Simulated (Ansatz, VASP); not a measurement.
## Te in VASP and in Ansatz

```
Te
1.0
     5.38810    0.00000    0.00000
     0.00000    3.16655    0.00000
     0.00000    0.00000    4.73423
Te
2
Direct
  0.75000 0.50000 0.37647
  0.25000 0.50000 0.62353
```

Alike in both runs: functional PBE; k mesh 10 × 18 × 14; occupations gaussian, width 0.1 eV; no spin polarisation.

Ansatz relaxed the structure, and its values are those at the end. VASP's run is a single point on that final structure, the one shown.

|  | VASP | Ansatz |
| --- | --- | --- |
| version | VASP 6.6.1 | Ansatz 0.2.0 |
| potentials or method | VASP PAW PBE potentials, release 64 (Te), cutoff 520 eV | scalar-relativistic, plane waves, PAW |
| valence electrons in the cell | 12 | 32 |

|  | VASP | Ansatz | Ansatz less VASP |
| --- | --- | --- | --- |
| gap on the k mesh at the Fermi level (eV) | none | none | - |
| pressure (GPa) | 0.0 | 0.0 | +0.02 |

A gap of «none» marks a metal or a gap that the smearing closes. The functional is the same, so the differences come from potentials, cutoffs and numerics. VASP's potentials hold 12 valence electrons a cell and Ansatz's 32, so a difference there can come from the potentials and not from the codes.

Neither program's run includes spin-orbit coupling.
